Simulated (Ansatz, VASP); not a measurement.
**Two plane-wave programs on Si2W**

```
CELL_PARAMETERS angstrom
4.63930 0.00000 0.00000
-2.31965 4.01775 0.00000
0.00000 0.00000 6.57574
ATOMIC_POSITIONS crystal
Si 0.84886 0.69771 0.50000
Si 0.15114 0.84886 0.83333
Si 0.69771 0.84886 0.16667
Si 0.15114 0.30229 0.50000
Si 0.84886 0.15114 0.83333
Si 0.30229 0.15114 0.16667
W 0.00000 0.50000 0.16667
W 0.50000 0.50000 0.83333
W 0.50000 0.00000 0.50000
```

Alike in both runs: task single point; functional PBE; k mesh 9 × 9 × 6; occupations gaussian, width 0.03 eV; no spin polarisation.

|  | VASP | Ansatz |
| --- | --- | --- |
| version | VASP 6.6.1 | Ansatz 0.2.0 |
| potentials or method | VASP PAW PBE potentials, release 64 (Si, W_sv), cutoff 520 eV | scalar-relativistic, plane waves, PAW |
| valence electrons in the cell | 66 | 66 |

Ansatz gave:

- gap on the k mesh at the Fermi level (eV): none
- pressure (GPa): 1.3
- traceless stress, the component that is largest in VASP (GPa): 0.68
- rms of the force components (eV/Å): 0.862

Task: Which values does VASP return?

Result: gap on the k mesh at the Fermi level (eV): none; pressure (GPa): 1.3; traceless stress, the component that is largest in VASP (GPa): 0.66; rms of the force components (eV/Å): 0.858.

Atom by atom the forces differ by 0.004 eV/Å (rms over components). A gap of «none» marks a metal or a gap that the smearing closes.

Neither program's run includes spin-orbit coupling.
